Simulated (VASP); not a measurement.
# InCuO: single point with PBE

Crystal: InCuO.

```
CELL_PARAMETERS angstrom
6.18249 0.00000 0.00000
0.00000 3.61421 0.00000
0.00000 0.00000 4.81119
ATOMIC_POSITIONS crystal
In 0.25000 0.00000 0.00681
In 0.75000 0.00000 0.99319
Cu 0.00000 0.50000 0.50000
Cu 0.50000 0.50000 0.50000
O 0.25000 0.50000 0.71085
O 0.75000 0.50000 0.28915
```

```json
{"Program": "VASP 6.6.1", "Task": "single point", "Functional": "PBE", "Potentials or basis": "VASP PAW PBE potentials, release 64 (In_d, Cu, O)", "Cutoff": "520 eV", "k mesh": "6 × 10 × 8", "Occupations": "gaussian, width 0.1 eV", "Spin": "no spin polarisation", "Dipole correction": "no", "Further INCAR settings": "ALGO = Normal; EDIFF = 1e-06; NBANDS = 39"}
```

* Pressure: 0.3 GPa
* Largest force: 0.097 eV/Å
* Band gap on the k mesh: zero (band 30 reaches 5.32 eV, above the bottom of band 31 at 4.90 eV)

Forces in eV/Å, atoms in the order of the input:
```
In   0.000  0.000  0.000
In   0.000  0.000  0.000
Cu   0.000  0.000  0.000
Cu   0.000  0.000  0.000
O    0.000  0.000  0.097
O    0.000  0.000 -0.097
```

Stress tensor (GPa, compression positive):
```
 0.64  0.00  0.00
 0.00 -0.03  0.00
 0.00  0.00  0.28
```

Levels at points of the mesh, in eV from the Fermi level:
| k point | band 27 | band 28 | band 29 | band 30 | band 31 | band 32 | band 33 | band 34 |
| --- | --- | --- | --- | --- | --- | --- | --- | --- |
| (0.00, 0.00, 0.00) | -2.03 | -1.76 | -1.34 | -0.96 | 1.12 | 2.56 | 4.24 | 5.33 |
| (0.50, 0.00, 0.00) | -1.51 | -1.51 | -0.87 | -0.87 | 1.82 | 1.82 | 4.58 | 4.58 |
| (0.00, 0.50, 0.00) | -1.55 | -1.16 | -1.03 | -0.91 | 0.31 | 0.70 | 1.52 | 3.34 |
| (0.50, 0.50, 0.00) | -1.48 | -1.48 | -0.84 | -0.84 | 1.61 | 1.61 | 3.82 | 3.82 |
| (0.00, 0.00, 0.50) | -2.05 | -1.43 | -0.99 | -0.46 | 0.56 | 0.99 | 2.33 | 4.23 |
| (0.50, 0.00, 0.50) | -1.48 | -1.48 | -1.43 | -1.43 | 1.44 | 1.44 | 4.19 | 4.19 |
| (0.00, 0.50, 0.50) | -1.52 | -1.19 | -0.92 | -0.56 | 0.31 | 1.40 | 3.09 | 3.43 |
| (0.50, 0.50, 0.50) | -1.51 | -1.51 | -1.34 | -1.34 | 2.44 | 2.44 | 2.53 | 2.53 |

It took 10 min on 1 thread of Oxide Virtual Turin-like Processor, with other jobs on the host, peak memory 0.48 GiB.

Caveat: spin-orbit coupling is left out, which moves the levels of the heavy elements. With open d or f shells a metallic result of PBE can be an artefact of self-interaction; +U or a hybrid may open a gap.
